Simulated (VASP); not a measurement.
Input of a VASP 6.6.1 run:

File INCAR:

```
SYSTEM = MoS2
PREC = Accurate
ENCUT = 520
EDIFF = 1E-6
ISMEAR = 0
SIGMA = 0.01
LREAL = .FALSE.
LASPH = .TRUE.
NELM = 100
ALGO = Normal
ISIF = 2
LWAVE = .FALSE.
LCHARG = .TRUE.
GGA = PE
LELF = .TRUE.
LVHAR = .TRUE.
NBANDS = 20
```

File KPOINTS:

```
Automatic mesh
0
G
  6 6 6
  0 0 0
```

File POSCAR:

```
MoS2
1.0
    1.5875903433      0.9165957121      6.1939280585
   -1.5875903433      0.9165957121      6.1939280585
    0.0000000000     -1.8331914241      6.1939280585
Mo S
1 2
Direct
    0.0000965174      0.0000965174      0.0000965174
    0.2497906776      0.2497906776      0.2497906776
    0.4171128050      0.4171128050      0.4171128050
```

Potentials or basis: VASP PAW PBE potentials, release 64 (Mo_sv, S).

The run is started by

```console
$ cat potpaw_PBE.64/Mo_sv/POTCAR potpaw_PBE.64/S/POTCAR > POTCAR
$ mpirun -np 1 vasp_std > vasp.out
```

What does it give for the band gap on the k mesh?

0.97 eV, indirect (least direct gap 1.69 eV).

Estimate the pressure.

2.3 GPa.

Stress tensor (GPa, compression positive):
```
1.81 0.00 0.00
0.00 1.81 0.00
0.00 0.00 3.17
```

A k mesh can miss the band edges. Expect the measured gap to be larger: semilocal functionals such as PBE lack the derivative discontinuity.
